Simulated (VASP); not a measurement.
Input of a VASP 6.6.1 run:

File INCAR:

```
  ALGO = Normal
  EDIFF = 1E-6
  ENCUT = 520
  GGA = PS
  ISIF = 2
  ISMEAR = -1
  LASPH = True
  LCHARG = False
  LREAL = Auto
  LWAVE = False
  NBANDS = 51
  NELM = 80
  PREC = Accurate
  SIGMA = 0.02
```

Contents of KPOINTS:

```
k-points
0
Gamma
  2 2 1
```

POSCAR

```
C
1.0
    7.3980000000      0.0000000000      0.0000000000
   -3.6990000000      6.4068560000      0.0000000000
    0.0000000000      0.0000000000     12.0000000000
C
18
Direct
    0.0027812549      0.0023724585      0.0817000000
    0.2198850478      0.1117084573      0.0861583333
   -0.0032484481      0.3354063210      0.0680916667
    0.2202650931      0.4433687912      0.0830250000
   -0.0060799766      0.6594810309      0.0731166667
    0.2226590166      0.7787595039      0.0776250000
    0.3351041921     -0.0011081879      0.0871583333
    0.5635331000      0.1119269732      0.0839750000
    0.3294232036      0.3287571939      0.0887250000
    0.5604879403      0.4515787463      0.0914083333
    0.3363160729      0.6678470688      0.0884583333
    0.5538051104      0.7800081663      0.0985583333
    0.6612803706     -0.0020134681      0.0847166667
    0.8885408693      0.1132536770      0.0759583333
    0.6704496064      0.3336269771      0.0771666667
    0.8839945427      0.4452261765      0.0684750000
    0.6696778615      0.6688772153      0.0984583333
    0.8911122495      0.7709241475      0.0872250000
```

Potentials or basis: VASP PAW PBE potentials, release 64 (C).

The run is started by

```console
$ cat potpaw_PBE.64/C/POTCAR > POTCAR
$ mpirun -np 1 vasp_std > vasp.out
```

(1) Estimate the largest force.

Results:

(1) 3.520 eV/Å.

Caveat: the k points lie up to 0.49 Å⁻¹ apart; there is no dipole correction, which matters where the two faces differ; the PAW data sets were made with another functional, which shifts forces and pressure a little.
